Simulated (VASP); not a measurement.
Input of a VASP 6.6.1 run:

The input INCAR:

```
SYSTEM = MgO
ALGO     = Normal         ! electronic algorithm
EDIFF    = 1E-6           ! SCF threshold, eV
ENCUT    = 520            ! plane-wave cutoff, eV
GGA      = PE             ! functional
ISIF     = 2              ! what is computed and relaxed
ISMEAR   = -1             ! smearing method
LASPH    = .TRUE.         ! aspherical terms in the spheres
LCHARG   = .FALSE.        ! write CHGCAR
LREAL    = .FALSE.        ! projectors in reciprocal space
LWAVE    = .FALSE.        ! write WAVECAR
NBANDS   = 11             ! bands
NELM     = 80             ! most SCF steps
PREC     = Accurate       ! precision mode
SIGMA    = 0.02           ! smearing width, eV
```

File KPOINTS:

```
k-points
0
G
  13 13 13
  0 0 0
```

POSCAR

```
MgO
1.0
    0.0000000000      2.1269412136      2.1269412136
    2.1269412136      0.0000000000      2.1269412136
    2.1269412136      2.1269412136      0.0000000000
Mg O
1 1
Direct
    0.0000000000      0.0000000000      0.0000000000
    0.5000000000      0.5000000000      0.5000000000
```

Potentials or basis: VASP PAW PBE potentials, release 64 (Mg, O).

Launch:

```sh
$ cat potpaw_PBE.64/Mg/POTCAR potpaw_PBE.64/O/POTCAR > POTCAR
$ mpirun -np 1 vasp_std > vasp.out
```

**Question.** What does it give for the pressure?

**Answer.** -0.8 GPa.

**Question.** Estimate the band gap on the k mesh.

**Answer.** 4.44 eV.

Caveat: an odd mesh through Γ misses points on the zone boundary, where band edges can lie.
